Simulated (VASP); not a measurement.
# RbBr (I4/mmm) in VASP: a series of runs

The runs below take RbBr through single point, with PBE.

Program: VASP 6.6.1. These are calculated values, not measurements. Logs are shortened: lines on timing, memory, paths and dates and some standing lists are left out, and cuts for length are marked.

### 1 The cell of the first run

The structure is tetragonal, space group I4/mmm (No. 139). The conventional cell has a = 4.621 Å, b = 4.621 Å, c = 7.027 Å, α = 90.00°, β = 90.00°, γ = 90.00°. Within 4.3 Å of Rb (site symmetry 4/mmm) lie 6 Br at 3.27 to 3.51 Å. Br (site symmetry 4/mmm) has 6 Rb at 3.27 to 3.51 Å within 4.3 Å.

### 2 Single point, PBE (epitaxial xy strain -5.6%)

Contents of INCAR:

```
ALGO     = Normal         # electronic algorithm
EDIFF    = 1E-6           # SCF threshold, eV
ENCUT    = 520            # plane-wave cutoff, eV
GGA      = PE             # functional
ISIF     = 2              # what is computed and relaxed
ISMEAR   = -1             # smearing method
LASPH    = T              # aspherical terms in the spheres
LCHARG   = T              # write CHGCAR
LELF     = T              # ELF
LREAL    = F              # projectors in reciprocal space
LVHAR    = T            
LWAVE    = F              # write WAVECAR
NBANDS   = 15             # bands
NELM     = 80             # most SCF steps
PREC     = Accurate       # precision mode
SIGMA    = 0.02           # smearing width, eV
```

Contents of KPOINTS:

```
k-points
0
Gamma
  6 6 6
```

Contents of POSCAR:

```
RbBr
1.0
    0.0000000000      3.2673659279      3.5137349617
    3.2673659279      0.0000000000      3.5137349617
    3.2673659279      3.2673659279      0.0000000000
Rb Br
1 1
Direct
    0.0000000000      0.0000000000      0.0000000000
    0.5000000000      0.5000000000      0.5000000000
```

Potentials or basis: VASP PAW PBE potentials, release 64 (Rb_sv, Br).

Run with:

```console
cat potpaw_PBE.64/Rb_sv/POTCAR potpaw_PBE.64/Br/POTCAR > POTCAR
mpirun -np 1 vasp_std > vasp.out
```

OUTCAR:

```text
EDIFF = 1E-6
   ENCUT = 520
   GGA = PE
   ISIF = 2
   ISMEAR = -1
   LASPH = T
   LREAL = F
   NELM = 80
   PREC = Accurate

 ion  position               nearest neighbor table
   1  0.000  0.000  0.000-   2 3.27   2 3.27   2 3.27   2 3.27   2 3.51   2 3.51
   2  0.500  0.500  0.500-   1 3.27   1 3.27   1 3.27   1 3.27   1 3.51   1 3.51

  LATTYP: Found a body centered tetragonal cell.
 ALAT       =     4.6207532085
 C/A-ratio  =     1.5208494387

  Lattice vectors:

 A1 = (  -3.2673659279,   0.0000000000,   3.5137349617)
 A2 = (   3.2673659279,   0.0000000000,   3.5137349617)
 A3 = (   0.0000000000,   3.2673659279,  -3.5137349617)

Analysis of symmetry for initial positions (statically):
=====================================================================
 Subroutine PRICEL returns:
 Original cell was already a primitive cell.

 Routine SETGRP: Setting up the symmetry group for a
 body centered tetragonal supercell.

 Subroutine GETGRP returns: Found 16 space group operations
 (whereof 16 operations were pure point group operations)
 out of a pool of 16 trial point group operations.

The static configuration has the point symmetry D_4h.

Analysis of symmetry for dynamics (positions and initial velocities):
=====================================================================
 Subroutine PRICEL returns:
 Original cell was already a primitive cell.

 Routine SETGRP: Setting up the symmetry group for a
 body centered tetragonal supercell.

 Subroutine GETGRP returns: Found 16 space group operations
 (whereof 16 operations were pure point group operations)
 out of a pool of 16 trial point group operations.

The dynamic configuration has the point symmetry D_4h.

 Subroutine INISYM returns: Found 16 space group operations
 (whereof 16 operations are pure point group operations),
 and found     1 'primitive' translations

----------------------------------------------------------------------------------------

                                     Primitive cell

  volume of cell :      75.0230

  direct lattice vectors                    reciprocal lattice vectors
     0.000000000  3.267365928  3.513734962    -0.153028467  0.153028467  0.142298724
     3.267365928  0.000000000  3.513734962     0.153028467 -0.153028467  0.142298724
     3.267365928  3.267365928  0.000000000     0.153028467  0.153028467 -0.142298724

  length of vectors
     4.798126039  4.798126039  4.620753208     0.259006468  0.259006468  0.259006468

  position of ions in fractional coordinates (direct lattice)
     0.000000000  0.000000000  0.000000000
     0.500000000  0.500000000  0.500000000

  ion indices of the primitive-cell ions
   primitive index   ion index
                 1           1
                 2           2

----------------------------------------------------------------------------------------

 KPOINTS: k-points

Automatic generation of k-mesh.
 Grid dimensions read from file:
 generate k-points for:    6    6    6

 Generating k-lattice:

  Cartesian coordinates                     Fractional coordinates (reciprocal lattice)
    -0.025504745  0.025504745  0.023716454     0.166666667 -0.000000000  0.000000000
     0.025504745 -0.025504745  0.023716454    -0.000000000  0.166666667  0.000000000
     0.025504745  0.025504745 -0.023716454     0.000000000  0.000000000  0.166666667

  Length of vectors
     0.043167745  0.043167745  0.043167745

  Shift w.r.t. Gamma in fractional coordinates (k-lattice)
     0.000000000  0.000000000  0.000000000

 Subroutine IBZKPT returns following result:
 ===========================================

 Found     30 irreducible k-points:

 Following reciprocal coordinates:
            Coordinates               Weight
  0.000000  0.000000  0.000000      1.000000
  0.166667  0.000000  0.000000      8.000000
  0.333333  0.000000  0.000000      8.000000
  0.500000  0.000000  0.000000      4.000000
  0.166667  0.166667  0.000000      2.000000
  0.333333  0.166667  0.000000      8.000000
[... 16 lines left out ...]
  0.333333  0.000000  0.333333      4.000000
  0.500000 -0.000000  0.333333     16.000000
 [... further k-points ...]
   k-points           NKPTS =     30   k-points in BZ     NKDIM =     30   number of bands    NBANDS=     15
   number of dos      NEDOS =    301   number of ions     NIONS =      2
   total plane-waves  NPLWV =  46656
   dimension x,y,z NGX =    36 NGY =   36 NGZ =   36
   dimension x,y,z NGXF=    72 NGYF=   72 NGZF=   72
   ions per type =               1   1
   NGX,Y,Z   is equivalent  to a cutoff of  12.47, 12.47, 12.95 a.u.
   NGXF,Y,Z  is equivalent  to a cutoff of  24.95, 24.95, 25.90 a.u.
 SYSTEM =  unknown system
   PREC   = accura    normal or accurate (medium, high low for compatibility)
   ISTART =      0    job   : 0-new  1-cont  2-samecut
   ICHARG =      2    charge: 1-file 2-atom 10-const
   ISPIN  =      1    spin polarized calculation?
   LNONCOLLINEAR =      F non collinear calculations
   LSORBIT =      F    spin-orbit coupling
   LASPH  =      T    aspherical Exc in radial PAW
   ENCUT  =  520.0 eV  38.22 Ry    6.18 a.u.   8.92  8.92  8.59*2*pi/ulx,y,z
   NELM   =     80;   NELMIN=  2; NELMDL= -5     # of ELM steps
   EDIFF  = 0.1E-05   stopping-criterion for ELM
   LREAL  =      F    real-space projection
   EDIFFG = 0.1E-04   stopping-criterion for IOM
   NSW    =      0    number of steps for IOM
   IBRION =     -1    ionic relax: 0-MD 1-quasi-New 2-CG
   NFREE  =      0    steps in history (QN), initial steepest desc. (CG)
   ISIF   =      2    stress and relaxation
   ISYM   =      2    0-nonsym 1-usesym 2-fastsym
   POTIM  = 0.5000    time-step for ionic-motion
   TEBEG  =    0.0;   TEEND  =   0.0 temperature during run
   PSTRESS=    0.0 pullay stress
   NELECT =      16.0000    total number of electrons
   NUPDOWN=      -1.0000    fix difference up-down
   EMIN   =  10.00;   EMAX   =-10.00  energy-range for DOS
   EFERMI =   0.00;   METHOD = LEGACY
   ISMEAR =    -1;   SIGMA  =   0.02  broadening in eV -4-tet -1-fermi 0-gaus
   EFERMI_NEDOS =   21; number of points for ismear=-14 and -15
   IALGO  =     38    algorithm
   IMIX   =      4    mixing-type and parameters
     AMIX     =   0.40;   BMIX     =  1.00
     AMIX_MAG =   1.60;   BMIX_MAG =  1.00
  volume/ion in A,a.u.               =      37.51       253.14
  Fermi-wavevector in a.u.,A,eV,Ry     =   0.978100  1.848341 13.016419  0.956680
  Thomas-Fermi vector in A             =   2.108849
   LORBIT       =      0    0 simple, 1 ext, 2 COOP (PROOUT), +10 PAW based schemes
   GGA     = PE    functional components
   LHFCALC =     F    Hartree Fock is set to
   AEXX    =    0.0000 exact exchange contribution
   IVDW    =     0    specifies the selected vdW correction
   LEPSILON=     F    determine dielectric tensor
   LRPA    =     F    only Hartree local field effects (RPA)
 non-spin polarized calculation
  energy-cutoff  :      520.00
  volume of cell :       75.02
 maximum number of plane-waves:      2046
   NGX = 17   NGY = 17   NGZ = 17

 number of electron      16.0000000 magnetization

 Free energy of the ion-electron system (eV)
  ---------------------------------------------------
  ext. energy  EPLUGINS =         0.00000000
  ---------------------------------------------------
  free energy    TOTEN  =        -6.00326667 eV

  energy without entropy =       -6.00326667  energy(sigma->0) =       -6.00326667

 E-fermi :  -0.9805     XC(G=0):  -7.5095

 val. band max:       -1.4251510928   @ k =   0.0000   0.0000   0.0000
 cond. band min:       3.0596797661   @ k =   0.0000   0.0000   0.0000
 fundamental gap:      4.4848308589
 Fermi energy:        -0.9805208153

 k-point     1 :       0.0000    0.0000    0.0000
  band No.  band energies     occupation
      1     -25.7339      2.00000
      2     -13.7312      2.00000
      3      -9.8288      2.00000
      4      -9.8288      2.00000
      5      -9.8125      2.00000
      6      -1.5335      2.00000
      7      -1.4252      2.00000
      8      -1.4252      2.00000
      9       3.0597      0.00000
     10       5.5236      0.00000
     11       5.9877      0.00000
     12       5.9877      0.00000
     13       6.6182      0.00000
     14       6.9500      0.00000
     15       9.7087      0.00000

 k-point     2 :       0.1667    0.0000    0.0000
  band No.  band energies     occupation
      1     -25.7303      2.00000
      2     -13.7502      2.00000
      3      -9.8251      2.00000
      4      -9.8227      2.00000
      5      -9.8010      2.00000
      6      -1.8110      2.00000
      7      -1.6056      2.00000
      8      -1.5550      2.00000
      9       3.7375      0.00000
     10       5.6639      0.00000
     11       6.0935      0.00000
     12       6.3225      0.00000
     13       7.0687      0.00000
     14       7.4399      0.00000
     15      10.7725      0.00000

 k-point     3 :       0.3333    0.0000    0.0000
  band No.  band energies     occupation
      1     -25.7231      2.00000
      2     -13.7876      2.00000
      3      -9.8400      2.00000
      4      -9.8177      2.00000
      5      -9.7482      2.00000
      6      -2.3613      2.00000
      7      -1.8070      2.00000
      8      -1.7948      2.00000
      9       4.9901      0.00000
     10       5.9682      0.00000
     11       7.0702      0.00000
     12       7.2648      0.00000
     13       8.1816      0.00000
     14       8.6576      0.00000
     15      10.3644      0.00000
[... 343 lines left out ...]
 k-point    23 :       0.3333    0.0000    0.3333
  band No.  band energies     occupation
      1     -25.7186      2.00000
      2     -13.7240      2.00000
      3      -9.9288      2.00000
      4      -9.8890      2.00000
      5      -9.8715      2.00000
      6      -2.1572      2.00000
      7      -1.6764      2.00000
      8      -1.5848      2.00000
      9       4.3686      0.00000
     10       5.0710      0.00000
     11       7.5798      0.00000
     12       8.4436      0.00000
     13       8.6509      0.00000
     14       8.8140      0.00000
     15       9.9226      0.00000

 k-point    24 :       0.5000   -0.0000    0.3333
  band No.  band energies     occupation
      1     -25.7153      2.00000
      2     -13.7031      2.00000
      3     -10.0057      2.00000
      4      -9.9149      2.00000
      5      -9.8788      2.00000
      6      -2.0049      2.00000
      7      -1.7945      2.00000
      8      -1.7081      2.00000
      9       4.4915      0.00000
     10       6.0542      0.00000
     11       7.6860      0.00000
     12       8.2271      0.00000
     13       8.4316      0.00000
     14       9.1439      0.00000
     15       9.9280      0.00000

 [... further k-points ...]

------------------------ aborting loop because EDIFF is reached ----------------------------------------

  FORCE on cell =-STRESS in cart. coord.  units (eV):
  Direction    XX          YY          ZZ          XY          YZ          ZX
  --------------------------------------------------------------------------------------
  -------------------------------------------------------------------------------------
  Total        1.7593476      1.7593476      0.2984513      0.0000000      0.0000000     -0.0000000
  in kB       37.5722923     37.5722923      6.3736691      0.0000000      0.0000000     -0.0000000
  external PRESSURE =      27.1727512 kB  Pullay stress =       0.0000000 kB

 VOLUME and BASIS-vectors are now :
 -----------------------------------------------------------------------------
  energy-cutoff  :      520.00
  volume of cell :       75.02
      direct lattice vectors                 reciprocal lattice vectors
     0.000000000  3.267365928  3.513734962    -0.153028467  0.153028467  0.142298724
     3.267365928  0.000000000  3.513734962     0.153028467 -0.153028467  0.142298724
     3.267365928  3.267365928  0.000000000     0.153028467  0.153028467 -0.142298724

 POSITION                                       TOTAL-FORCE (eV/Angst)
 -----------------------------------------------------------------------------------
      0.00000      0.00000      0.00000        -0.000000      0.000000      0.000000
      3.26737      3.26737      3.51373         0.000000     -0.000000     -0.000000
 -----------------------------------------------------------------------------------
    total drift:                                0.000000      0.000000      0.000000

  FREE ENERGIE OF THE ION-ELECTRON SYSTEM (eV)
  ---------------------------------------------------
  free  energy   TOTEN  =        -6.0032666669 eV

  energy  without entropy=       -6.0032666669  energy(sigma->0) =       -6.00326667
```

Wall time 24 s (1 thread of Oxide Virtual Turin-like, shared host); peak memory 0.18 GiB.

Results:

```
Free energy            : -6.0033 eV
Pressure               : 2.7 GPa
Band gap on the k mesh : 4.48 eV, direct
```

Levels at points of the mesh, in eV from the valence-band top:
```
           k point  band 5  band 6  band 7  band 8  band 9  band 10  band 11  band 12
(0.00, 0.00, 0.00)   -8.39   -0.11    0.00    0.00    4.48     6.95     7.41     7.41
(0.50, 0.00, 0.00)   -8.30   -1.17   -0.48   -0.47    6.94     7.89     9.66     9.70
(0.50, 0.50, 0.00)   -8.48   -0.63   -0.13   -0.13    5.53     7.35     9.20     9.33
(0.50, 0.00, 0.50)   -8.47   -0.46   -0.27   -0.18    5.46     7.37     9.39     9.59
```

Caveat: the cell differs from its parent crystal (epitaxial xy strain -5.6%).

### 3 Single point, PBE (uniaxial x strain -5.5%)

Contents of INCAR:

```
SYSTEM = RbBr
PREC = Accurate ; ENCUT = 520
EDIFF = 1E-6 ; ISMEAR = -1
SIGMA = 0.02 ; LREAL = .False.
LASPH = .True. ; NELM = 80
ALGO = Normal ; ISIF = 2
LWAVE = .False. ; LCHARG = .False.
GGA = PE ; NBANDS = 15
```

Contents of KPOINTS:

```
Automatic mesh
0
Gamma
  6 6 6
  0 0 0
```

Contents of POSCAR:

```
RbBr
1.0
    0.0000000000      3.4608261073      3.4608261073
    3.2708267540      0.0000000000      3.4608261073
    3.2708267540      3.4608261073      0.0000000000
Rb Br
1 1
Direct
    0.0000000000      0.0000000000      0.0000000000
    0.5000000000      0.5000000000      0.5000000000
```

Potentials or basis: VASP PAW PBE potentials, release 64 (Rb_sv, Br).

Run with:

```console
cat potpaw_PBE.64/Rb_sv/POTCAR potpaw_PBE.64/Br/POTCAR > POTCAR
mpirun -np 1 vasp_std > vasp.out
```

Run time: 31 s. Hardware: 1 thread of Oxide Virtual Turin-like, shared host; peak memory 0.18 GiB.

The run converged. Its results:

| Property | Result |
| --- | --- |
| Free energy | -6.0586 eV |
| Pressure | 1.7 GPa |
| Band gap on the k mesh | 4.36 eV, direct |

Stress tensor (GPa, compression positive):
```
3.32 0.00 0.00
0.00 0.86 0.00
0.00 0.00 0.86
```

Levels at points of the mesh, in eV from the valence-band top:
```
           k point  band 6  band 7  band 8  band 9  band 10  band 11
(0.00, 0.00, 0.00)   -0.09   -0.09    0.00    4.36     7.12     7.12
(0.50, 0.00, 0.00)   -1.11   -0.45   -0.44    6.81     7.73     9.49
(0.50, 0.50, 0.00)   -0.58   -0.23   -0.15    5.55     7.14     9.18
(0.00, 0.50, 0.50)   -0.44   -0.27   -0.27    5.47     7.24     9.29
```

Caveat: the cell differs from its parent crystal (uniaxial x strain -5.5%).
